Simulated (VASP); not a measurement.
Mo, 3 atoms in the cell. Symmetry: P6/mmm, No. 191, hexagonal system. The conventional cell has a = 4.691 Å, b = 4.691 Å, c = 2.575 Å, α = 90.00°, β = 90.00°, γ = 120.00°. Within 3.4 Å of Mo (site symmetry 6/mmm) lie 14 Mo at 2.58 to 3.00 Å. Mo (site symmetry -6m2) has 11 Mo at 2.58 to 3.00 Å within 3.4 Å. This isn't the form of Mo at room conditions, which is bcc.

| Item | Value |
| --- | --- |
| Program | VASP 6.6.1 |
| Task | single point |
| Functional | RPBE |
| Potentials or basis | VASP PAW PBE potentials, release 64 (Mo_sv) |
| Cutoff | 520 eV |
| k mesh | 9 × 9 × 14 |
| Occupations | fermi-dirac, width 0.1 eV |
| Spin | no spin polarisation |
| Dipole correction | no |
| Further INCAR settings | ALGO = Normal; EDIFF = 1e-07; NBANDS = 28 |

Potentials or basis: VASP PAW PBE potentials, release 64 (Mo_sv).

Command:

```console
$ cat potpaw_PBE.64/Mo_sv/POTCAR > POTCAR
$ mpirun -np 1 vasp_std > vasp.out
```

Hardware: 1 thread of Intel(R) Xeon(R) Platinum 8488C (Sapphire Rapids) (shared host).

Q: Estimate the wall time of this run.

A: Run time: 63 s on 1 thread of Intel(R) Xeon(R) Platinum 8488C (Sapphire Rapids), with other jobs on the host, peak memory 0.23 GiB. Counts: scf iterations 13, k points 96.
